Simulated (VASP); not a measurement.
Write the native input for VASP 6.6.1 that does the following.

- Task: single point
- Functional: PBEsol
- Potentials or basis: VASP PAW PBE potentials, release 64 (Hf_pv, O)
- Cutoff: 520 eV
- k mesh: 8 × 8 × 8
- Occupations: gaussian, width 0.05 eV
- Spin: no spin polarisation
- Dipole correction: no
- Further INCAR settings: ALGO = Normal; EDIFF = 1e-06; NBANDS = 18

The structure of HfO2 lies in POSCAR:

```
HfO2
1.0
    0.0000000000      2.3976562500      2.5575000000
    2.7173437500      0.0000000000      2.5575000000
    2.7173437500      2.3976562500      0.0000000000
Hf O
1 2
Direct
    0.0000000000      0.0000000000      0.0000000000
    0.2500000000      0.2500000000      0.2500000000
    0.7500000000      0.7500000000      0.7500000000
```

This cell differs from its parent crystal: strain +0.0625 x Voigt [1, -1, 0, 0, 0, 0].

One way to write it, as run:

INCAR

```
PREC = Accurate
ENCUT = 520
EDIFF = 1E-6
ISMEAR = 0
SIGMA = 0.05
LREAL = F
LASPH = T
NELM = 60
ALGO = Normal
ISIF = 2
LWAVE = F
LCHARG = T
GGA = PS
LELF = T
LVHAR = T
NBANDS = 18
```

KPOINTS

```
Automatic mesh
0
Gamma
  8 8 8
```

Potentials or basis: VASP PAW PBE potentials, release 64 (Hf_pv, O).

The run is started by

```bash
$ cat potpaw_PBE.64/Hf_pv/POTCAR potpaw_PBE.64/O/POTCAR > POTCAR
$ mpirun -np 1 vasp_std > vasp.out
```

Results of the run:

```json
{
 "Pressure": "-12.1 GPa",
 "Band gap on the k mesh": "2.04 eV, indirect (least direct gap 2.51 eV)"
}
```

Caveat: the cell differs from its parent crystal (strain +0.0625 x Voigt [1, -1, 0, 0, 0, 0]); the PAW data sets were made with another functional, which shifts forces and pressure a little; spin-orbit coupling is left out, which moves the levels of the heavy elements.

Run time: 70 s on 1 thread of AMD EPYC 7R13, on a shared host, peak memory 0.17 GiB.
